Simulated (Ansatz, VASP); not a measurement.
One calculation of BP, two programs

The input INCAR:

```
SYSTEM = BP
ALGO = Normal
EDIFF = 1E-6
ENCUT = 500
GGA = PS
GGA_COMPAT = .False.
ISIF = 2
ISMEAR = 0
LASPH = .True.
LCHARG = .True.
LELF = .True.
LREAL = .False.
LVHAR = .True.
LWAVE = .False.
NBANDS = 11
NELM = 120
PREC = Accurate
SIGMA = 0.01
```

Contents of KPOINTS:

```
k-points
0
Gamma
  8 8 8
  0 0 0
```

The input POSCAR:

```
BP
1.0
    0.0000000000      2.2690000000      2.2690000000
    2.2690000000      0.0000000000      2.2690000000
    2.2690000000      2.2690000000      0.0000000000
B P
1 1
Direct
    0.0000000000      0.0000000000      0.0000000000
    0.7500000000      0.7500000000      0.7500000000
```

Input for Ansatz:

```yaml
crystal:
  lattice:
    - [0.0, 2.269, 2.269]
    - [2.269, 0.0, 2.269]
    - [2.269, 2.269, 0.0]
  atoms:
    - { symbol: B, position: [0.0, 0.0, 0.0] }
    - { symbol: P, position: [0.75, 0.75, 0.75] }
kpoints:
  mp_grid: { grid: [8, 8, 8] }
scf:
  occupations: { method: fixed }
hamiltonian:
  xc: pbesol
  pseudopotentials: { kind: all_electron, lapw: { basis_error: 0.001 } }
output:
  forces: true
  stress: true
  eigenvalues: true
  eigenstates:
    nscf_kmesh: { grid: [16, 16, 16] }
    de_dk: true
    e_range: [-9, 11.17011]
  optics:
    e_range: [0, 20]
    de: 0.2
    sigma: 0.15
    bands: { spectra_wanted_up_to: 20 }
    nscf_kmesh: { grid: [16, 16, 16] }
checkpoint:
  write: ck
  write_wavefunctions: false
```

Alike in both runs: task single point; functional PBEsol; k mesh 8 × 8 × 8; no spin polarisation.

|  | VASP | Ansatz |
| --- | --- | --- |
| version | VASP 6.6.1 | Ansatz 0.2.0 |
| potentials or method | VASP PAW PBE potentials, release 64 (B, P), cutoff 500 eV | all-electron LAPW, scalar-relativistic |
| occupations | gaussian, width 0.01 eV | fixed |

|  | VASP | Ansatz | Ansatz less VASP |
| --- | --- | --- | --- |
| gap on the k mesh at the Fermi level (eV) | 1.16 | 1.17 | +0.006 |
| pressure (GPa) | -1.8 | -2.0 | -0.16 |

VASP's potentials were made for PBE, not for PBEsol. Ansatz ran all-electron here, and VASP with PAW potentials.
